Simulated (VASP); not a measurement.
Here is a VASP 6.6.1 calculation.

The input POSCAR:

```
Cu
1.0
   -1.7447395197      1.4368706457      1.2793042274
    1.4368706457     -1.7447395197      1.2793042274
    3.2620020918      3.2620020918     -1.8431666340
Cu
2
Direct
    0.9586820061      0.0413179939      0.0000000000
    0.7913179939      0.2086820061      0.5000000000
```

File INCAR.step1:

```
ALGO = Normal
EDIFF = 1E-4
ENCUT = 520
GGA = PE
ISMEAR = -1
LASPH = T
LCHARG = F
LREAL = F
LWAVE = T
NBANDS = 18
NELM = 100
PREC = Accurate
SIGMA = 0.1
```

INCAR.step2

```
ALGO = Normal
EDIFF = 1E-6
ENCUT = 520
ISIF = 2
ISMEAR = -1
ISTART = 1
LASPH = T
LCHARG = T
LELF = T
LMIXTAU = T
LREAL = F
LVHAR = T
LWAVE = F
METAGGA = R2SCAN
NBANDS = 18
NELM = 100
PREC = Accurate
SIGMA = 0.1
```

The input KPOINTS:

```
k-points
0
Gamma
  18 18 9
```

Potentials or basis: VASP PAW PBE potentials, release 64 (Cu).

Command:

```console
$ cat potpaw_PBE.64/Cu/POTCAR > POTCAR
$ cp INCAR.step1 INCAR
$ mpirun -np 1 vasp_std > vasp.out
$ cp INCAR.step2 INCAR
$ mpirun -np 1 vasp_std > vasp.out
```

Q: Predict the pressure.

A: -9.7 GPa.

Q: Estimate the band gap on the k mesh.

A: Zero (band 11 reaches 10.90 eV, above the bottom of band 12 at 4.88 eV).

Stress tensor (GPa, compression positive):
```
-9.56  0.32  0.06
 0.32 -9.56  0.06
 0.06  0.06 -9.88
```

Caveat: the PAW data sets were made with another functional, which shifts forces and pressure a little.
